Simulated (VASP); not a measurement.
A run of VASP 6.6.1:

INCAR

```
SYSTEM = KCl
ALGO = Normal
EDIFF = 1E-6
ENCUT = 500
GGA = PE
GGA_COMPAT = .False.
ISIF = 2
ISMEAR = 0
ISPIN = 2
LASPH = .True.
LCHARG = .False.
LORBIT = 11
LREAL = .False.
LWAVE = .False.
MAGMOM = 0 0
NBANDS = 19
NELM = 200
PREC = Accurate
SIGMA = 0.1
```

File KPOINTS:

```
k-points
0
Gamma
  2 2 2
  0 0 0
```

Contents of POSCAR:

```
KCl
1.0
    3.8391960000      0.0000000000      0.0000000000
    0.0000000000      3.8391960000      0.0000000000
    0.0000000000      0.0000000000      3.8391960000
K Cl
1 1
Direct
    0.0000000000      0.0000000000      0.0000000000
    0.5000000000      0.5000000000      0.5000000000
```

Potentials or basis: VASP PAW PBE potentials, release 64 (K_sv, Cl).

Launch:

```console
$ cat potpaw_PBE.64/K_sv/POTCAR potpaw_PBE.64/Cl/POTCAR > POTCAR
$ mpirun -np 1 vasp_std > vasp.out
```

Hardware: 1 thread of Intel(R) Xeon(R) Platinum 8259CL CPU @ 2.50GHz (Skylake/Cascade Lake), with other jobs on the host.

**Question.** Estimate the wall time of this run.

**Answer.** Run time: 26 s on 1 thread of Intel(R) Xeon(R) Platinum 8259CL CPU @ 2.50GHz (Skylake/Cascade Lake), with other jobs on the host, peak memory 0.16 GiB. Counts: scf iterations 13, k points 4.
